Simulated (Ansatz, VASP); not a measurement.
## Two plane-wave programs on Ir

INCAR

```
  PREC = Accurate
  ENCUT = 520
  EDIFF = 1E-7
  ISMEAR = -1
  SIGMA = 0.05
  LREAL = False
  LASPH = True
  NELM = 60
  ALGO = Normal
  ISIF = 2
  LWAVE = False
  LCHARG = False
  GGA = PS
  NBANDS = 16
```

File KPOINTS:

```
regular mesh
0
Gamma
  13 13 7
```

The input POSCAR:

```
Ir
1.0
    2.7448628762      0.0000000000      0.0000000000
   -1.3724314381      2.3771209807      0.0000000000
    0.0000000000      0.0000000000      4.4466778595
Ir
2
Direct
    0.2533333333      0.6266666667      0.1900000000
    0.7466666667      0.3733333333      0.8100000000
```

Input for Ansatz:

```yaml
crystal:
  lattice:
    - [2.7448628762, 0.0, 0.0]
    - [-1.3724314381, 2.3771209807, 0.0]
    - [0.0, 0.0, 4.4466778595]
  atoms:
    - { symbol: Ir, position: [0.2533333333, 0.6266666667, 0.19] }
    - { symbol: Ir, position: [0.7466666667, 0.3733333333, 0.81] }
kpoints:
  mp_grid: { grid: [13, 13, 7] }
scf:
  occupations: { method: fermi_dirac, width: 0.05 }
hamiltonian:
  xc: pbesol
  pseudopotentials: { kind: paw }
output:
  forces: true
  stress: true
  eigenvalues: true
  populations: true
```

Change from the starting cell: shortest bond scaled by 0.76, PAW files.

Alike in both runs: task single point; functional PBEsol; k mesh 13 × 13 × 7; occupations fermi-dirac, width 0.05 eV; no spin polarisation.

```csv
,VASP,Ansatz
version,VASP 6.6.1,Ansatz 0.2.0
potentials or method,"VASP PAW PBE potentials, release 64 (Ir)","PAW with Ansatz's default frozen-core files, scalar-relativistic"
plane-wave cutoff (eV),520,420
valence electrons in the cell,18,34
```

Ansatz gave:

* pressure (GPa): 65.6
* traceless stress, the component that is largest in VASP (GPa): 51.86
* rms of the force components (eV/Å): 9.042

Estimate VASP's values.

pressure (GPa): 64.8; traceless stress, the component that is largest in VASP (GPa): 48.92; rms of the force components (eV/Å): 8.746.

VASP's potentials were made for PBE, not for PBEsol. Atom by atom the forces differ by 0.313 eV/Å (rms over components). Both programs put the cell under a high pressure, so it lies far from rest at this level. VASP's potentials hold 18 valence electrons a cell and Ansatz's 34, so a difference there can come from the potentials and not from the codes.

Spin-orbit coupling is off throughout. Noted on VASP's run: the cell as given lies far from equilibrium.
